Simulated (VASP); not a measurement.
The system is Cs.

```xyz
2
Lattice="5.5663 0.0000 0.0000 -2.7832 4.8206 0.0000 0.0000 0.0000 9.2585" Properties=species:S:1:pos:R:3 pbc="T T T"
Cs    0.0000    3.2137    2.3146
Cs    2.7832    1.6069    6.9439
```

This isn't the form of Cs at room conditions, which is bcc.

```yaml
Program: VASP 6.6.1
Task: relaxation of cell and atoms
Functional: PBEsol
Potentials_or_basis: VASP PAW PBE potentials, release 64 (Cs_sv)
Cutoff: 600 eV
k_mesh: 9 × 9 × 6
Occupations: gaussian, width 0.1 eV
Spin: no spin polarisation
```

At the start: pressure -0.2 GPa; volume 124.22 Å³/atom.

Question: Where does the relaxation end?

Answer: Over 7 steps the energy falls by 11.6 meV/atom and the volume is 108.75 Å³/atom (-12.4 %); space group P6_3/mmc (No. 194, to 0.1 Å) before and after.

Step by step:
```
step  energy change (eV)  largest force (eV/Å)  pressure (GPa)  volume (Å³)
   1              0.0000                0.0000           -0.22       248.43
   2             -0.0078                0.0000           -0.19       242.27
   3             -0.0219                0.0000           -0.06       224.39
   4             -0.0232                0.0000            0.01       216.75
   5             -0.0232                0.0000            0.00       217.52
   6             -0.0232                0.0000            0.00       217.51
   7             -0.0232                0.0000            0.00       217.51
```

Final structure:
```
Cs
1.0
     5.33715    0.00000    0.00000
    -2.66858    4.62211    0.00000
     0.00000    0.00000    8.81711
Cs
2
Direct
  0.33333 0.66667 0.25000
  0.66667 0.33333 0.75000
```

Caveat: the PAW data sets were made with another functional, which shifts forces and pressure a little.
